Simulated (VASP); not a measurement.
A run of VASP 6.6.1:

The input INCAR:

```
PREC = Accurate ; ENCUT = 520
EDIFF = 1E-6 ; ISMEAR = 0
SIGMA = 0.05 ; LREAL = F
LASPH = T ; NELM = 120
ALGO = Normal ; ISIF = 2
LWAVE = F ; LCHARG = F
LDIPOL = T ; IDIPOL = 3
DIPOL = 0.5 0.5 0.297 ; GGA = PE
NBANDS = 52 ; GGA_COMPAT = F
NELMDL = -8
```

KPOINTS

```
regular mesh
0
Gamma
  4 4 1
```

File POSCAR:

```
Si8N
1.0
    7.7021642883      0.0000000000      0.0000000000
    0.0000000000      6.3646813592      0.0000000000
    0.0000000000      0.0000000000     22.2525434180
Si N
16 2
Direct
    0.0000000000      0.9370679227      0.1797547330
    0.5000000000      0.9370679227      0.1797547330
    0.0000000000      0.5629320773      0.1797547330
    0.5000000000      0.5629320773      0.1797547330
    0.2500000000      0.4370679227      0.2297135909
    0.7500000000      0.4370679227      0.2297135909
    0.2500000000      0.0629320773      0.2297135909
    0.7500000000      0.0629320773      0.2297135909
    0.2500000000      0.9333044641      0.3302593493
    0.7500000000      0.9333044641      0.3302593493
    0.2500000000      0.5666955359      0.3302593493
    0.7500000000      0.5666955359      0.3302593493
    0.0000000000      0.4259907503      0.3708584346
    0.5000000000      0.4259907503      0.3708584346
    0.0000000000      0.0740092497      0.3708584346
    0.5000000000      0.0740092497      0.3708584346
    0.0000000000      0.2229169550      0.4499505171
    0.0000000000      0.6290645457      0.4499505171
```

Potentials or basis: VASP PAW PBE potentials, release 64 (Si, N).

Launch:

```bash
$ cat potpaw_PBE.64/Si/POTCAR potpaw_PBE.64/N/POTCAR > POTCAR
$ mpirun -np 1 vasp_std > vasp.out
```

Hardware: 1 thread of Oxide Virtual Turin-like Processor (shared host).

Task: Estimate the wall time of this run.

Result: Wall time 19 min on 1 thread of Oxide Virtual Turin-like Processor, with other jobs on the host, peak memory 1.1 GiB. Counts: scf iterations 35, k points 9.
